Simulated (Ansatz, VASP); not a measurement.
**Two plane-wave programs on Ir**

Contents of INCAR:

```
SYSTEM = Ir
PREC = Accurate
ENCUT = 520
EDIFF = 1E-6
ISMEAR = 0
SIGMA = 0.15
LREAL = .FALSE.
LASPH = .TRUE.
NELM = 60
ALGO = Normal
ISIF = 2
LWAVE = .FALSE.
LCHARG = .FALSE.
GGA = PE
NBANDS = 10
```

File KPOINTS:

```
regular mesh
0
G
  22 22 22
  0 0 0
```

File POSCAR:

```
Ir
1.0
    0.0000000000      2.0156850000      2.0156850000
    2.0156850000      0.0000000000      2.0156850000
    2.0156850000      2.0156850000      0.0000000000
Ir
1
Direct
    0.0000000000      0.0000000000      0.0000000000
```

Input for Ansatz:

```yaml
crystal:
  lattice:
    - [0.0, 2.015685, 2.015685]
    - [2.015685, 0.0, 2.015685]
    - [2.015685, 2.015685, 0.0]
  atoms:
    - { symbol: Ir, position: [0.0, 0.0, 0.0] }
basis:
  ecutwfc: 420
kpoints:
  mp_grid: { grid: [22, 22, 22] }
hamiltonian:
  xc: pbe
scf:
  occupations: { method: gaussian, width: 0.15 }
output:
  forces: true
  stress: true
  eigenvalues: true
```

Change from the starting cell: strain +0.050 along x and y, +0.050 along z, atoms carried along.

Alike in both runs: task single point; functional PBE; k mesh 22 × 22 × 22; occupations gaussian, width 0.15 eV; no spin polarisation.

|  | VASP | Ansatz |
| --- | --- | --- |
| version | VASP 6.6.1 | Ansatz 0.2.0 |
| potentials or method | VASP PAW PBE potentials, release 64 (Ir), cutoff 520 eV | scalar-relativistic, plane waves, PAW |
| valence electrons in the cell | 9 | 17 |

VASP gave:

* gap on the k mesh at the Fermi level (eV): none
* pressure (GPa): -30.6

**Question.** Estimate Ansatz's values.

**Answer.** gap on the k mesh at the Fermi level (eV): none; pressure (GPa): -30.9.

A gap of «none» marks a metal or a gap that the smearing closes. Both programs put the cell under strong tension, so it lies far from rest at this level. With one functional, cell and mesh, what is left measures potentials, basis and numerics. VASP's potentials hold 9 valence electrons a cell and Ansatz's 17, so a difference there can come from the potentials and not from the codes.

Spin-orbit coupling is off throughout. Noted on VASP's run: the cell as given lies far from equilibrium.
